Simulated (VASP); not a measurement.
The system is B.

```
B
1.0
     1.76569    0.00000    0.00000
     0.00000    2.09047    0.00000
    -0.70628    0.00000    1.92133
B
1
Direct
  0.00000 0.50000 0.50000
```

The cell was generated, and may not be a known phase.

| Quantity | Value |
| --- | --- |
| Program | VASP 6.6.1 |
| Task | relaxation of cell and atoms |
| Functional | PBE |
| Potentials or basis | VASP PAW PBE potentials, release 64 (B_h) |
| Cutoff | 1230 eV |
| k mesh | 10 × 8 × 8 |
| Occupations | gaussian, width 0.1 eV |
| Spin | no spin polarisation |

At the start: pressure -16.5 GPa; volume 7.09 Å³/atom.

Q: How do energy, volume and symmetry change on relaxing?

A: Over 62 steps the energy falls by 311.4 meV/atom and the volume is 9.09 Å³/atom (+28.2 %); space group P2/m (No. 10, to 0.1 Å) before, Cmmm (No. 65, to 0.1 Å).

The path:
```csv
step,energy change (eV),largest force (eV/Å),pressure (GPa),volume (Å³)
1,0.0000,0.0000,-16.50,7.09
3,-0.0883,0.0000,8.58,6.51
5,-0.1171,0.0000,6.32,6.67
7,-0.1356,0.0000,-2.34,6.89
9,-0.1425,0.0000,-0.38,6.79
11,-0.1462,0.0000,5.36,6.60
13,-0.1521,0.0000,4.82,6.67
15,-0.1552,0.0000,3.98,6.73
17,-0.1612,0.0000,-1.01,6.98
19,-0.1616,0.0000,0.02,6.96
21,-0.1618,0.0000,0.13,6.97
23,-0.1620,0.0000,-0.18,6.98
25,-0.1634,0.0000,-0.24,7.01
27,-0.1598,0.0000,-0.87,7.09
29,-0.1651,0.0000,-0.20,7.04
31,-0.1652,0.0000,-0.20,7.05
33,-0.1652,0.0000,-0.20,7.05
35,-0.1655,0.0000,-0.14,7.05
37,-0.1667,0.0000,0.10,7.05
39,-0.1709,0.0000,1.07,7.06
41,-0.1800,0.0000,5.44,7.09
43,-0.1818,0.0000,9.28,7.10
45,-0.2018,0.0000,4.39,7.39
47,-0.2161,0.0000,-0.78,7.92
49,-0.2263,0.0000,-0.66,8.30
51,-0.2396,0.0000,-0.80,8.61
53,-0.2711,0.0000,-3.03,9.36
55,-0.2931,0.0000,-3.15,9.14
57,-0.3112,0.0000,-1.29,9.13
59,-0.3112,0.0000,-1.16,9.13
61,-0.3112,0.0000,0.86,9.05
62,-0.3114,0.0000,-0.19,9.09
```

Final structure:
```
B
1.0
     1.63334    0.00000   -0.07919
     0.00000    3.35678    0.00000
    -0.74055    0.00000    1.69375
B
1
Direct
  0.00000 0.50000 0.50000
```

Caveat: the k points lie up to 0.47 Å⁻¹ apart in the final cell, too coarse for converged energies and pressures of a metal; the volume moved by over 15 % at a fixed basis, so the end points are rough; an odd number of electrons without spin polarisation forces a metal; a magnetic or distorted state may lie lower.
